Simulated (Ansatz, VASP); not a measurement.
**WC: VASP beside Ansatz**

INCAR

```
SYSTEM = WC
PREC = Accurate ; ENCUT = 520
EDIFF = 1E-6 ; ISMEAR = -1
SIGMA = 0.05 ; LREAL = .False.
LASPH = .True. ; NELM = 100
ALGO = Normal ; ISIF = 2
LWAVE = .False. ; LCHARG = .True.
GGA = PE ; LELF = .True.
LVHAR = .True. ; NBANDS = 16
```

File KPOINTS:

```
regular mesh
0
Gamma
  13 13 12
  0 0 0
```

File POSCAR:

```
WC
1.0
    2.9292211398      0.0000000000      0.0000000000
   -1.4646105699      2.5367799204      0.0000000000
    0.0000000000      0.0000000000      2.8570117227
W C
1 1
Direct
    0.0000000000      0.0000000000      0.0000000000
    0.6666666667      0.3333333333      0.5000000000
```

Input for Ansatz:

```yaml
crystal:
  lattice:
    - [2.9292211398, 0.0, 0.0]
    - [-1.4646105699, 2.5367799204, 0.0]
    - [0.0, 0.0, 2.8570117227]
  atoms:
    - { symbol: W, position: [0.0, 0.0, 0.0] }
    - { symbol: C, position: [0.6666666667, 0.3333333333, 0.5] }
kpoints:
  mp_grid: { grid: [13, 13, 12] }
scf:
  occupations: { method: fermi_dirac, width: 0.05 }
hamiltonian:
  xc: pbe
  pseudopotentials: { kind: all_electron, lapw: { basis_error: 0.001 } }
output:
  forces: true
  stress: true
  eigenvalues: true
```

Change from the starting cell: volume scaled by 1.03.

Alike in both runs: task single point; functional PBE; k mesh 13 × 13 × 12; occupations fermi-dirac, width 0.05 eV; no spin polarisation.

```csv
,VASP,Ansatz
version,VASP 6.6.1,Ansatz 0.2.0
potentials or method,"VASP PAW PBE potentials, release 64 (W_sv, C), cutoff 520 eV","all-electron LAPW, scalar-relativistic"
```

```tsv
	VASP	Ansatz	Ansatz less VASP
pressure (GPa)	-2.3	-3.2	-0.89
traceless stress, the component that is largest in VASP (GPa)	-0.84	-1.03	-0.188
```

Ansatz ran all-electron here, and VASP with PAW potentials.

Neither program's run includes spin-orbit coupling.
